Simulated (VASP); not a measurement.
A run of VASP 6.6.1 is set up as follows.

File POSCAR:

```
Al2O3
1.0
    4.6289547859      0.0000000000      0.0000000000
    0.0000000000      9.6087998337      0.0000000000
    0.0000000000      0.0000000000      2.9954281795
Al O
4 6
Direct
    0.4327302755      0.3293172723      0.5000000000
    0.5672697245      0.6706827277      0.5000000000
    0.9327302755      0.1706827277      0.0000000000
    0.0672697245      0.8293172723      0.0000000000
    0.7567086390      0.2272481779      0.5000000000
    0.0000000000      0.0000000000      0.0000000000
    0.7432913610      0.7272481779      0.0000000000
    0.2567086390      0.2727518221      0.0000000000
    0.2432913610      0.7727518221      0.5000000000
    0.5000000000      0.5000000000      0.5000000000
```

INCAR.step1

```
SYSTEM = Al2O3
ALGO     = Normal         ! electronic algorithm
EDIFF    = 1E-4           ! SCF threshold, eV
ENCUT    = 520            ! plane-wave cutoff, eV
GGA      = PE             ! functional
ISMEAR   = 0              ! smearing method
LASPH    = .TRUE.         ! aspherical terms in the spheres
LCHARG   = .FALSE.        ! write CHGCAR
LREAL    = .FALSE.        ! projectors in reciprocal space
LWAVE    = .TRUE.         ! write WAVECAR
NBANDS   = 35             ! bands
NELM     = 100            ! most SCF steps
PREC     = Accurate       ! precision mode
SIGMA    = 0.05           ! smearing width, eV
```

Contents of INCAR.step2:

```
SYSTEM = Al2O3
ALGO     = Normal         ! electronic algorithm
EDIFF    = 1E-6           ! SCF threshold, eV
ENCUT    = 520            ! plane-wave cutoff, eV
ISIF     = 2              ! what is computed and relaxed
ISMEAR   = 0              ! smearing method
ISTART   = 1            
LASPH    = .TRUE.         ! aspherical terms in the spheres
LCHARG   = .FALSE.        ! write CHGCAR
LMIXTAU  = .TRUE.       
LREAL    = .FALSE.        ! projectors in reciprocal space
LWAVE    = .FALSE.        ! write WAVECAR
METAGGA  = R2SCAN         ! meta-GGA
NBANDS   = 35             ! bands
NELM     = 100            ! most SCF steps
PREC     = Accurate       ! precision mode
SIGMA    = 0.05           ! smearing width, eV
```

File KPOINTS:

```
k-points
0
G
  6 4 8
  0 0 0
```

Potentials or basis: VASP PAW PBE potentials, release 64 (Al, O).

The run is started by

```bash
$ cat potpaw_PBE.64/Al/POTCAR potpaw_PBE.64/O/POTCAR > POTCAR
$ cp INCAR.step1 INCAR
$ mpirun -np 1 vasp_std > vasp.out
$ cp INCAR.step2 INCAR
$ mpirun -np 1 vasp_std > vasp.out
```

Estimate the pressure.

1.4 GPa.

Predict the largest force.

0.027 eV/Å.

Estimate the band gap on the k mesh.

4.15 eV.

Stress tensor (GPa, compression positive):
```
1.42 0.00 0.00
0.00 1.72 0.00
0.00 0.00 0.92
```

Caveat: the cell differs from its parent crystal (atoms displaced along a vibrational mode); the PAW data sets were made with another functional, which shifts forces and pressure a little. A k mesh can miss the band edges.
